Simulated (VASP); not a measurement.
Input of a VASP 6.6.1 run:

INCAR

```
PREC = Accurate
ENCUT = 600
EDIFF = 1E-6
ISMEAR = 0
SIGMA = 0.01
LREAL = False
LASPH = True
NELM = 120
ALGO = Normal
ISIF = 2
LWAVE = False
LCHARG = True
GGA = PE
LELF = True
LVHAR = True
NBANDS = 11
GGA_COMPAT = False
```

Contents of KPOINTS:

```
regular mesh
0
Gamma
  4 4 4
```

Contents of POSCAR:

```
BN
1.0
    0.0000000000      1.7466500000      1.7466500000
    1.7466500000      0.0000000000      1.7466500000
    1.7466500000      1.7466500000      0.0000000000
B N
1 1
Direct
    0.0000000000      0.0000000000      0.0000000000
    0.2500000000      0.2500000000      0.2500000000
```

Potentials or basis: VASP PAW PBE potentials, release 64 (B, N).

Run with:

```sh
$ cat potpaw_PBE.64/B/POTCAR potpaw_PBE.64/N/POTCAR > POTCAR
$ mpirun -np 1 vasp_std > vasp.out
```

**Question.** Estimate the band gap on the k mesh.

**Answer.** 4.54 eV, indirect (least direct gap 9.28 eV).

**Question.** Predict the pressure.

**Answer.** 51.6 GPa.

Caveat: the k points lie up to 0.78 Å⁻¹ apart. A k mesh can miss the band edges.
